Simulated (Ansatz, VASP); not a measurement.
# SnO2 in VASP and in Ansatz

```
Sn O
1.0
     4.71351    0.00000    0.00000
     0.00000    4.73668    0.00000
     0.00000    0.00000    3.18662
Sn O
2 4
Direct
  0.50000 0.50000 0.50000
  0.00000 0.00000 0.00000
  0.30409 0.30810 0.00000
  0.80409 0.19190 0.50000
  0.19591 0.80810 0.50000
  0.69591 0.69190 0.00000
```

Alike in both runs: functional LDA; k mesh 4 × 4 × 6; occupations gaussian, width 0.1 eV; no spin polarisation.

Ansatz relaxed the structure, and its values are those at the end. VASP's run is a single point on that final structure, the one shown.

```csv
,VASP,Ansatz
version,VASP 6.6.1,Ansatz 0.2.0
potentials or method,"VASP PAW LDA potentials, release 64 (Sn_d, O), cutoff 520 eV","scalar-relativistic, plane waves, PAW"
valence electrons in the cell,52,52
```

|  | VASP | Ansatz | Ansatz less VASP |
| --- | --- | --- | --- |
| gap on the k mesh at the Fermi level (eV) | 1.20 | 1.18 | -0.029 |
| least direct gap on the mesh (eV) | 1.20 | 1.18 | -0.029 |
| pressure (GPa) | 1.1 | -0.3 | -1.39 |
| rms of the force components (eV/Å) | 0.016 | 0.004 | -0.0124 |

Ansatz warns that its potentials were made for another functional, while VASP's fit it. LDA's correlation is that of Perdew and Zunger in VASP and of Perdew and Wang (1992) in Ansatz.
